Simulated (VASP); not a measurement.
Cs: single point with r2SCAN

Crystal: Cs.

```
CELL_PARAMETERS angstrom
-3.09058 3.09058 3.09058
3.09058 -3.09058 3.09058
3.09058 3.09058 -3.09058
ATOMIC_POSITIONS crystal
Cs 0.00000 0.00000 0.00000
```

| Item | Value |
| --- | --- |
| Program | VASP 6.6.1 |
| Task | single point |
| Functional | r2SCAN |
| Potentials or basis | VASP PAW PBE potentials, release 64 (Cs_sv) |
| Cutoff | 520 eV |
| k mesh | 10 × 10 × 10 |
| Occupations | gaussian, width 0.05 eV |
| Spin | no spin polarisation |

```
Pressure : 0.1 GPa
```

Levels at points of the mesh, in eV from the Fermi level:
| k point | band 1 | band 2 | band 3 | band 4 | band 5 | band 6 | band 7 | band 8 |
| --- | --- | --- | --- | --- | --- | --- | --- | --- |
| (0.00, 0.00, 0.00) | -24.83 | -11.20 | -11.20 | -11.20 | -1.77 | 2.77 | 2.77 | 2.77 |
| (0.50, 0.00, 0.00) | -24.82 | -11.33 | -11.24 | -11.20 | 0.09 | 0.76 | 1.83 | 3.52 |
| (0.50, 0.50, 0.50) | -24.82 | -11.29 | -11.29 | -11.29 | 0.65 | 0.65 | 3.17 | 3.17 |

Wall time 2.7 min on 1 thread of Intel(R) Xeon(R) Platinum 8375C CPU @ 2.90GHz (Ice Lake) (shared host), peak memory 0.27 GiB.

Caveat: the PAW data sets were made with another functional, which shifts forces and pressure a little; spin-orbit coupling is left out, which moves the levels of the heavy elements.
